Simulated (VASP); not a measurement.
# WC (P-6m2) in VASP: settings compared, part 2 of 2

VASP 6.6.1.

**4. Single point, PBE, non-collinear spin, zero start, spin-orbit coupling**

File INCAR:

```
SYSTEM = WC
ALGO = Normal
EDIFF = 1E-6
ENCUT = 520
GGA = PE
GGA_COMPAT = .False.
ISIF = 2
ISMEAR = -1
LASPH = .True.
LCHARG = .False.
LMAXMIX = 4
LORBIT = 11
LORBMOM = .True.
LREAL = .False.
LSORBIT = .True.
LWAVE = .False.
MAGMOM = 0 0 0 0 0 0
NBANDS = 30
NELM = 150
PREC = Accurate
SIGMA = 0.05
```

File KPOINTS:

```
k-points
0
Gamma
  10 10 9
  0 0 0
```

File POSCAR:

```
WC
1.0
    2.9065000000      0.0000000000      0.0000000000
   -1.4532500000      2.5171028361      0.0000000000
    0.0000000000      0.0000000000      2.8366000000
W C
1 1
Direct
    0.0000000000      0.0000000000      0.0000000000
    0.6666666667      0.3333333333      0.5000000000
```

Potentials or basis: VASP PAW PBE potentials, release 64 (W_sv, C).

On the command line:

```
$ cat potpaw_PBE.64/W_sv/POTCAR potpaw_PBE.64/C/POTCAR > POTCAR
$ mpirun -np 1 vasp_ncl > vasp.out
```

OUTCAR:

```text
SYSTEM = WC
   EDIFF = 1E-6
   ENCUT = 520
   GGA = PE
   ISIF = 2
   ISMEAR = -1
   LASPH = .True.
   LORBIT = 11
   LREAL = .False.
   LSORBIT = .True.
   NELM = 150
   PREC = Accurate

 ion  position               nearest neighbor table
   1  0.000  0.000  0.000-   2 2.20   2 2.20   2 2.20   2 2.20   2 2.20   2 2.20
   2  0.667  0.333  0.500-   1 2.20   1 2.20   1 2.20   1 2.20   1 2.20   1 2.20

  LATTYP: Found a hexagonal cell.
 ALAT       =     2.9065000000
 C/A-ratio  =     0.9759504559

  Lattice vectors:

 A1 = (   2.9065000000,   0.0000000000,   0.0000000000)
 A2 = (  -1.4532500000,   2.5171028361,   0.0000000000)
 A3 = (   0.0000000000,   0.0000000000,   2.8366000000)

Analysis of symmetry for initial positions (statically):
=====================================================================
 Subroutine PRICEL returns:
 Original cell was already a primitive cell.

 Routine SETGRP: Setting up the symmetry group for a
 hexagonal supercell.

 Subroutine GETGRP returns: Found 12 space group operations
 (whereof 12 operations were pure point group operations)
 out of a pool of 24 trial point group operations.

The static configuration has the point symmetry D_3h.

Analysis of symmetry for dynamics (positions and initial velocities):
=====================================================================
 Subroutine PRICEL returns:
 Original cell was already a primitive cell.

 Routine SETGRP: Setting up the symmetry group for a
 hexagonal supercell.

 Subroutine GETGRP returns: Found 12 space group operations
 (whereof 12 operations were pure point group operations)
 out of a pool of 24 trial point group operations.

The dynamic configuration has the point symmetry D_3h.

Analysis of structural, dynamic, and magnetic symmetry:
=====================================================================
 Subroutine PRICEL returns:
 Original cell was already a primitive cell.

 Routine SETGRP: Setting up the symmetry group for a
[... 1002 lines left out ...]

 # of ion     p       d       tot
 ----------------------------------------
  1         0.000  -0.000  -0.000
  2        -0.000   0.000  -0.000
 ----------------------------------------
           -0.000  -0.000  -0.000

 orbital moment (z)

 # of ion     p       d       tot
 ----------------------------------------
  1         0.000   0.000   0.000
  2         0.000   0.000   0.000
 ----------------------------------------
            0.000   0.000   0.000

 Spin-Orbit-Coupling matrix elements

 Ion:    1  E_soc:     -1.4843659
 l=   1
     0.0000000    -0.2176137    -0.2218983
    -0.2176137     0.0000000    -0.2176137
    -0.2218983    -0.2176137     0.0000000
 l=   2
     0.0000000    -0.0055241     0.0000000    -0.0055241    -0.0263186
    -0.0055241     0.0000000    -0.0159000    -0.0048423    -0.0055241
     0.0000000    -0.0159000     0.0000000    -0.0159000     0.0000000
    -0.0055241    -0.0048423    -0.0159000     0.0000000    -0.0055241
    -0.0263186    -0.0055241     0.0000000    -0.0055241     0.0000000
 l=   3
     0.0000000     0.0000000     0.0000000     0.0000000     0.0000000     0.0000000     0.0000000
     0.0000000     0.0000000     0.0000000     0.0000000     0.0000000     0.0000000     0.0000000
     0.0000000     0.0000000     0.0000000     0.0000000     0.0000000     0.0000000     0.0000000
     0.0000000     0.0000000     0.0000000     0.0000000     0.0000000     0.0000000     0.0000000
     0.0000000     0.0000000     0.0000000     0.0000000     0.0000000     0.0000000     0.0000000
     0.0000000     0.0000000     0.0000000     0.0000000     0.0000000     0.0000000     0.0000000
     0.0000000     0.0000000     0.0000000     0.0000000     0.0000000     0.0000000     0.0000000

 Ion:    2  E_soc:     -0.0002841
 l=   1
     0.0000000    -0.0000489    -0.0000442
    -0.0000489     0.0000000    -0.0000489
    -0.0000442    -0.0000489     0.0000000
 l=   2
     0.0000000     0.0000000     0.0000000     0.0000000     0.0000000
     0.0000000     0.0000000     0.0000000     0.0000000     0.0000000
     0.0000000     0.0000000     0.0000000     0.0000000     0.0000000
     0.0000000     0.0000000     0.0000000     0.0000000     0.0000000
     0.0000000     0.0000000     0.0000000     0.0000000     0.0000000
 l=   3
     0.0000000     0.0000000     0.0000000     0.0000000     0.0000000     0.0000000     0.0000000
     0.0000000     0.0000000     0.0000000     0.0000000     0.0000000     0.0000000     0.0000000
     0.0000000     0.0000000     0.0000000     0.0000000     0.0000000     0.0000000     0.0000000
     0.0000000     0.0000000     0.0000000     0.0000000     0.0000000     0.0000000     0.0000000
     0.0000000     0.0000000     0.0000000     0.0000000     0.0000000     0.0000000     0.0000000
     0.0000000     0.0000000     0.0000000     0.0000000     0.0000000     0.0000000     0.0000000
     0.0000000     0.0000000     0.0000000     0.0000000     0.0000000     0.0000000     0.0000000

 total charge

# of ion       s       p       d       tot
------------------------------------------
    1        2.349   6.430   3.413  12.191
    2        0.855   1.573   0.000   2.428
--------------------------------------------------
tot          3.204   8.003   3.413  14.619

 magnetization (x)

# of ion       s       p       d       tot
------------------------------------------
    1       -0.000   0.000   0.000   0.000
    2        0.000   0.000   0.000   0.000
--------------------------------------------------
tot         -0.000   0.000   0.000   0.000

 magnetization (y)

# of ion       s       p       d       tot
------------------------------------------
    1       -0.000  -0.000  -0.000  -0.000
    2        0.000   0.000   0.000   0.000
--------------------------------------------------
tot         -0.000   0.000  -0.000  -0.000

 magnetization (z)

# of ion       s       p       d       tot
------------------------------------------
    1       -0.000  -0.000   0.000   0.000
    2        0.000  -0.000   0.000  -0.000
--------------------------------------------------
tot          0.000  -0.000   0.000   0.000
```

OSZICAR:

```text
N       E                     dE             d eps       ncg     rms          rms(c)
DAV:   1     0.176050688538E+03    0.17605E+03   -0.93008E+03  6616   0.136E+03
DAV:   2    -0.165573139005E+02   -0.19261E+03   -0.18498E+03  7114   0.426E+02
DAV:   3    -0.261494512693E+02   -0.95921E+01   -0.94151E+01  7858   0.917E+01
DAV:   4    -0.262714172193E+02   -0.12197E+00   -0.12184E+00  7100   0.106E+01
DAV:   5    -0.262723325947E+02   -0.91538E-03   -0.91536E-03  7440   0.103E+00    0.325E+01
DAV:   6    -0.232603802718E+02    0.30120E+01   -0.54710E+00  7622   0.278E+01    0.829E+00
DAV:   7    -0.232273799530E+02    0.33000E-01   -0.58951E-01  6784   0.620E+00    0.643E+00
DAV:   8    -0.231999254158E+02    0.27455E-01   -0.76182E-02  7084   0.231E+00    0.172E+00
DAV:   9    -0.231978768473E+02    0.20486E-02   -0.30322E-03  7136   0.439E-01    0.439E-01
DAV:  10    -0.231976953093E+02    0.18154E-03   -0.10163E-03  7234   0.250E-01    0.110E-01
DAV:  11    -0.231976817787E+02    0.13531E-04   -0.11948E-04  6872   0.140E-01    0.390E-02
DAV:  12    -0.231976789491E+02    0.28296E-05   -0.79392E-06  7372   0.292E-02    0.919E-03
DAV:  13    -0.231976784527E+02    0.49648E-06   -0.14095E-06  5858   0.118E-02
   1 F= -.23197678E+02 E0= -.23196788E+02  d E =-.178100E-02  mag=    -0.0000     0.0000    -0.0000
```

stdout:

```text
POSCAR found type information on POSCAR W C
 POSCAR found :  2 types and       2 ions
 scaLAPACK will be used
 LDA part: xc-table for (Slater+PW92), standard interpolation
 POSCAR, INCAR and KPOINTS ok, starting setup
 FFT: planning ... GRIDC
 FFT: planning ... GRID_SOFT
 FFT: planning ... GRID
 WAVECAR not read
 entering main loop
```

Wall time 65 s (1 thread of Intel Xeon 6975P-C (Granite Rapids), shared host); peak memory 0.26 GiB.

Results:

```
Free energy                                           : -23.1977 eV
Pressure                                              : 7.4 GPa
Net moment                                            : 0.00 μB per cell
Valence electrons inside the program's atomic spheres : W 12.19; C 2.43
```

Stress tensor (GPa, compression positive):
```
7.61 0.00 0.00
0.00 7.61 0.00
0.00 0.00 7.07
```

Moments on the atoms (μB; x, y, z):
```
W   0.00 0.00 0.00
C   0.00 0.00 0.00
```

Caveat: the cell stands under pressure.

**5. Single point, PBE0**

This run uses another cell than the first one, of 10.58 Å³/atom.

File POSCAR:

```
WC
1.0
    2.9257489053      0.0000000000      0.0000000000
   -1.4628744527      2.5337728771      0.0000000000
    0.0000000000      0.0000000000      2.8553859779
W C
1 1
Direct
    0.0000000000      0.0000000000      0.0000000000
    0.6666666667      0.3333333333      0.5000000000
```

File INCAR.step1:

```
  PREC = Accurate
  ENCUT = 520
  EDIFF = 1E-5
  ISMEAR = -1
  SIGMA = 0.05
  LREAL = F
  LASPH = T
  NELM = 60
  ALGO = Normal
  ISIF = 2
  LWAVE = T
  GGA = PE
  NBANDS = 16
```

File INCAR.step2:

```
  PREC = Accurate
  ENCUT = 520
  EDIFF = 1E-7
  ISMEAR = -1
  SIGMA = 0.05
  LREAL = F
  LASPH = T
  NELM = 60
  ALGO = Normal
  ISIF = 2
  LWAVE = F
  LCHARG = T
  GGA = PE
  LHFCALC = T
  AEXX = 0.25
  PRECFOCK = Normal
  LELF = T
  LVHAR = T
  ISTART = 1
  NBANDS = 16
```

File KPOINTS:

```
Automatic mesh
0
Gamma
  6 6 6
```

Potentials or basis: VASP PAW PBE potentials, release 64 (W_sv, C).

On the command line:

```
$ cat potpaw_PBE.64/W_sv/POTCAR potpaw_PBE.64/C/POTCAR > POTCAR
$ cp INCAR.step1 INCAR
$ mpirun -np 1 vasp_std > vasp.out
$ cp INCAR.step2 INCAR
$ mpirun -np 1 vasp_std > vasp.out
```

OUTCAR:

```text
PREC = Accurate
   ENCUT = 520
   EDIFF = 1E-7
   ISMEAR = -1
   LREAL = F
   LASPH = T
   NELM = 60
   ISIF = 2
   GGA = PE
   LHFCALC = T
   AEXX = 0.25
   PRECFOCK = Normal
   ISTART = 1

 ion  position               nearest neighbor table
   1  0.000  0.000  0.000-   2 2.21   2 2.21   2 2.21   2 2.21   2 2.21   2 2.21
   2  0.667  0.333  0.500-   1 2.21   1 2.21   1 2.21   1 2.21   1 2.21   1 2.21

  LATTYP: Found a hexagonal cell.
 ALAT       =     2.9257489053
 C/A-ratio  =     0.9759504559

  Lattice vectors:

 A1 = (   2.9257489053,   0.0000000000,   0.0000000000)
 A2 = (  -1.4628744527,   2.5337728771,   0.0000000000)
 A3 = (   0.0000000000,   0.0000000000,   2.8553859779)

Analysis of symmetry for initial positions (statically):
=====================================================================
 Subroutine PRICEL returns:
 Original cell was already a primitive cell.

 Routine SETGRP: Setting up the symmetry group for a
 hexagonal supercell.

 Subroutine GETGRP returns: Found 12 space group operations
 (whereof 12 operations were pure point group operations)
 out of a pool of 24 trial point group operations.

The static configuration has the point symmetry D_3h.

Analysis of symmetry for dynamics (positions and initial velocities):
=====================================================================
 Subroutine PRICEL returns:
 Original cell was already a primitive cell.

 Routine SETGRP: Setting up the symmetry group for a
 hexagonal supercell.

 Subroutine GETGRP returns: Found 12 space group operations
 (whereof 12 operations were pure point group operations)
 out of a pool of 24 trial point group operations.

The dynamic configuration has the point symmetry D_3h.
[... 115 lines left out ...]
   EFERMI_NEDOS =   21; number of points for ismear=-14 and -15
   IALGO  =     38    algorithm
   IMIX   =      1    mixing-type and parameters
     AMIX     =   0.40;   BMIX     =  1.00
     AMIX_MAG =   1.60;   BMIX_MAG =  1.00
  volume/ion in A,a.u.               =      10.58        71.42
  Fermi-wavevector in a.u.,A,eV,Ry     =   1.550991  2.930947 32.729789  2.405572
  Thomas-Fermi vector in A             =   2.655574
   LORBIT       =      0    0 simple, 1 ext, 2 COOP (PROOUT), +10 PAW based schemes
   GGA     = PE    functional components
   LHFCALC =     T    Hartree Fock is set to
   PRECFOCK=normal    Normal, Fast or Accurate (Low or Medium for compatibility)
   ENCUT4O =  -1.0   cutoff for four orbital integrals eV
   NKREDX  =     1    reduce k-point grid by
   NKREDY  =     1    reduce k-point grid by
   NKREDZ  =     1    reduce k-point grid by
   AEXX    =    0.2500 exact exchange contribution
   HFSCREEN=    0.0000 screening length (either q_TF or 0.3 A-1)
   HFSCREENC=   0.0000 screening length for correlation (either q_TF or 0.3 A-1)
   ENCUTFOCK=  -1.0 apply spherical cutoff to Coloumb kernel
   IVDW    =     0    specifies the selected vdW correction
   LEPSILON=     F    determine dielectric tensor
   LRPA    =     F    only Hartree local field effects (RPA)
 non-spin polarized calculation
  energy-cutoff  :      520.00
  volume of cell :       21.17
 maximum number of plane-waves:       599
 NGX is ok and might be reduce to    24
  NGX = 18; NGY = 18; NGZ = 16

 number of electron      18.0000000 magnetization

 Free energy of the ion-electron system (eV)
  ---------------------------------------------------
  ext. energy  EPLUGINS =         0.00000000
  ---------------------------------------------------
  free energy    TOTEN  =       -27.67129943 eV

  energy without entropy =      -27.67065563  energy(sigma->0) =      -27.67097753

 E-fermi :  10.8482     XC(G=0): -10.7415

 val. band max:       10.8481994665   @ k =   0.0000   0.0000   0.1667
 cond. band min:      11.4175737453   @ k =   0.1667   0.0000   0.5000
 fundamental gap:      0.5693742789
 Fermi energy:        10.8482160303

 k-point     1 :       0.0000    0.0000    0.0000
  band No.  band energies     occupation
      1     -68.0284      2.00000
      2     -30.5029      2.00000
      3     -30.3847      2.00000
      4     -30.3847      2.00000
      5      -5.9631      2.00000
      6       5.3541      2.00000
[... 433 lines left out ...]
      3     -30.9487      2.00000
      4     -30.4511      2.00000
      5      -2.3258      2.00000
      6       2.7794      2.00000
[... 8 lines left out ...]
     15      25.6496      0.00000
     16      29.2906      0.00000

 [... further k-points ...]
[... 5 lines left out ...]
  --------------------------------------------------------------------------------------
  -------------------------------------------------------------------------------------
  Total       -1.2912751     -1.2912751     -1.8737038      0.0000000      0.0000000      0.0000000
  in kB      -97.7371776    -97.7371776   -141.8214615      0.0000000      0.0000000      0.0000000
  external PRESSURE =    -112.4319389 kB  Pullay stress =       0.0000000 kB

 VOLUME and BASIS-vectors are now :
 -----------------------------------------------------------------------------
  energy-cutoff  :      520.00
  volume of cell :       21.17
      direct lattice vectors                 reciprocal lattice vectors
     2.925748905  0.000000000  0.000000000     0.341792831  0.197334183  0.000000000
    -1.462874453  2.533772877  0.000000000     0.000000000  0.394668366  0.000000000
     0.000000000  0.000000000  2.855385978     0.000000000  0.000000000  0.350215350

 POSITION                                       TOTAL-FORCE (eV/Angst)
 -----------------------------------------------------------------------------------
      0.00000      0.00000      0.00000         0.000000      0.000000      0.000000
      1.46287      0.84459      1.42769        -0.000000     -0.000000      0.000000
 -----------------------------------------------------------------------------------
    total drift:                               -0.000000     -0.000000     -0.000000

  FREE ENERGIE OF THE ION-ELECTRON SYSTEM (eV)
  ---------------------------------------------------
  free  energy   TOTEN  =       -27.6712994297 eV

  energy  without entropy=      -27.6706556299  energy(sigma->0) =      -27.67097753
```

OSZICAR.step1:

```text
N       E                     dE             d eps       ncg     rms          rms(c)
DAV:   1     0.112235132517E+03    0.11224E+03   -0.94752E+03   896   0.125E+03
DAV:   2    -0.222912954407E+02   -0.13453E+03   -0.13023E+03  1104   0.342E+02
DAV:   3    -0.255217262463E+02   -0.32304E+01   -0.32245E+01   960   0.500E+01
DAV:   4    -0.255384284478E+02   -0.16702E-01   -0.16701E-01  1216   0.412E+00
DAV:   5    -0.255385636842E+02   -0.13524E-03   -0.13524E-03   944   0.345E-01    0.312E+01
DAV:   6    -0.225394845340E+02    0.29991E+01   -0.56867E+00  1048   0.258E+01    0.799E+00
DAV:   7    -0.224759450664E+02    0.63539E-01   -0.42993E-01   952   0.506E+00    0.598E+00
DAV:   8    -0.224474439595E+02    0.28501E-01   -0.67653E-02   968   0.236E+00    0.101E+00
DAV:   9    -0.224466699485E+02    0.77401E-03   -0.23604E-03   936   0.474E-01    0.122E-01
DAV:  10    -0.224466008693E+02    0.69079E-04   -0.29712E-04  1080   0.193E-01    0.258E-02
DAV:  11    -0.224466017521E+02   -0.88281E-06   -0.77122E-06   672   0.293E-02
   1 F= -.22446602E+02 E0= -.22444351E+02  d E =-.450198E-02
```

It took 71 min on 1 thread of Intel Xeon 8259CL, shared host; peak memory 0.16 GiB.

The run converged, but its numbers aren't listed here, since they failed a check.

Caveat: the k points lie up to 0.41 Å⁻¹ apart, too coarse for converged energies and pressures of a metal; the PAW data sets were made with another functional, which shifts forces and pressure a little; spin-orbit coupling is left out, which moves the levels of the heavy elements.

**6. Overview**

```tsv
task	level	spin	U	cell	cutoff (eV)	gap on the mesh (eV)	pressure (GPa)	relaxed volume (Å³/atom)
relaxation of cell and atoms	PBE+U	off	W d U = 6.0 eV	relaxed	600	none	0.0	10.92
relaxation of cell and atoms	PBE+U	off	W d U = 8.0 eV	relaxed	600	none	0.0	11.06
single point	PBE	non-collinear, zero start, SOC	-	as given	520	-	7.4	-
```

Alike in all rows: potentials or basis VASP PAW PBE potentials, release 64 (W_sv, C); k mesh 10 × 10 × 9; smearing fermi-dirac 0.05 eV.

Caveats: spin-orbit coupling is left out, which moves the levels of the heavy elements (at least some runs); U without spin polarisation on a metal has little footing (at least some runs); the U is typed as a test and isn't derived for this compound (at least some runs); the cell stands under pressure (at least some runs).

Total energies depend on the potentials used, so only differences within one code and one set of settings carry meaning.
